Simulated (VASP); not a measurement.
Wanted: the native input for a VASP 6.6.1 run.

- Task: relaxation of cell and atoms
- Functional: PBEsol
- Potentials or basis: VASP PAW PBE potentials, release 64 (Al, Ga_d, N)
- Cutoff: 600 eV
- k mesh: 6 × 6 × 6
- Occupations: gaussian, width 0.02 eV
- Spin: no spin polarisation
- Dipole correction: no
- Further INCAR settings: ALGO = Normal; EDIFF = 1e-06; IBRION = 2; EDIFFG = -0.005; NSW = 100; ISIF = 3

The structure of AlGa3N4 lies in POSCAR:

```
AlGa3N4
1.0
    4.4716853600      0.0000000000      0.0000000000
    0.0000000000      4.4716853600      0.0000000000
    0.0000000000      0.0000000000      4.4716853600
Al Ga N
1 3 4
Direct
    0.0000000000      0.0000000000      0.0000000000
    0.5000000000      0.5000000000      0.0000000000
    0.5000000000      0.0000000000      0.5000000000
    0.0000000000      0.5000000000      0.5000000000
    0.7557144200      0.7557144200      0.2442855800
    0.7557144200      0.2442855800      0.7557144200
    0.2442855800      0.7557144200      0.7557144200
    0.2442855800      0.2442855800      0.2442855800
```

The input as run:

INCAR

```
SYSTEM = AlGa3N4
  PREC = Accurate
  ENCUT = 600
  EDIFF = 1E-6
  ISMEAR = 0
  SIGMA = 0.02
  LREAL = .FALSE.
  LASPH = .TRUE.
  NELM = 80
  ALGO = Normal
  ISIF = 3
  LWAVE = .FALSE.
  LCHARG = .FALSE.
  GGA = PS
  IBRION = 2
  NSW = 100
  EDIFFG = -0.005
```

KPOINTS

```
regular mesh
0
G
  6 6 6
  0 0 0
```

Potentials or basis: VASP PAW PBE potentials, release 64 (Al, Ga_d, N).

The run is started by

```sh
$ cat potpaw_PBE.64/Al/POTCAR potpaw_PBE.64/Ga_d/POTCAR potpaw_PBE.64/N/POTCAR > POTCAR
$ mpirun -np 1 vasp_std > vasp.out
```

It gave:

```json
{"Relaxed volume": "11.13 Å³/atom", "Relaxed cell": "a = 4.465 Å, b = 4.465 Å, c = 4.465 Å, α = 90.00°, β = 90.00°, γ = 90.00°", "Space group after relaxing (to 0.05 Å)": "P-43m (No. 215)", "Energy gained by relaxing": "0.3 meV/atom", "Ionic steps": "6", "Pressure after relaxing": "0.0 GPa", "Band gap on the k mesh": "2.32 eV, direct"}
```

Caveat: the PAW data sets were made with another functional, which shifts forces and pressure a little.

It used 200 s of CPU time on 1 thread of Intel Xeon 6975P-C, on a shared host.
